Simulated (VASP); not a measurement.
**W: single point with LDA**

The system is W.

```
W
1.0
    -1.56769    1.56769    1.56769
     1.56769   -1.56769    1.56769
     1.56769    1.56769   -1.56769
W
1
Cartesian
  0.0000 0.0000 0.0000
```

- Program: VASP 6.6.1
- Task: single point
- Functional: LDA
- Potentials or basis: VASP PAW LDA potentials, release 64 (W_sv)
- Cutoff: 520 eV
- k mesh: 14 × 14 × 14
- Occupations: gaussian, width 0.01 eV
- Spin: no spin polarisation
- Dipole correction: no
- Further INCAR settings: ALGO = Normal; EDIFF = 1e-06; NBANDS = 13

| Quantity | Value |
| --- | --- |
| Pressure | 1.8 GPa |
| Band gap on the k mesh | zero (band 7 reaches 17.09 eV, above the bottom of band 8 at 10.43 eV) |

Levels at points of the mesh, in eV from the Fermi level:
| k point | band 3 | band 4 | band 5 | band 6 | band 7 | band 8 | band 9 | band 10 | band 11 | band 12 |
| --- | --- | --- | --- | --- | --- | --- | --- | --- | --- | --- |
| (0.00, 0.00, 0.00) | -37.62 | -37.62 | -9.84 | -1.45 | -1.45 | -1.45 | 2.11 | 2.11 | 14.49 | 14.49 |
| (0.50, 0.00, 0.00) | -38.08 | -37.63 | -6.59 | -3.87 | 0.80 | 2.03 | 3.03 | 6.25 | 11.41 | 11.49 |
| (0.50, 0.50, 0.50) | -38.62 | -38.62 | -6.22 | -6.22 | 5.21 | 5.21 | 5.21 | 8.44 | 8.44 | 8.44 |

Wall time 9.9 s on 1 thread of AMD EPYC 9R45 96-Core Processor (Zen 5), on a shared host, peak memory 0.1 GiB.

Caveat: spin-orbit coupling is left out, which moves the levels of the heavy elements.
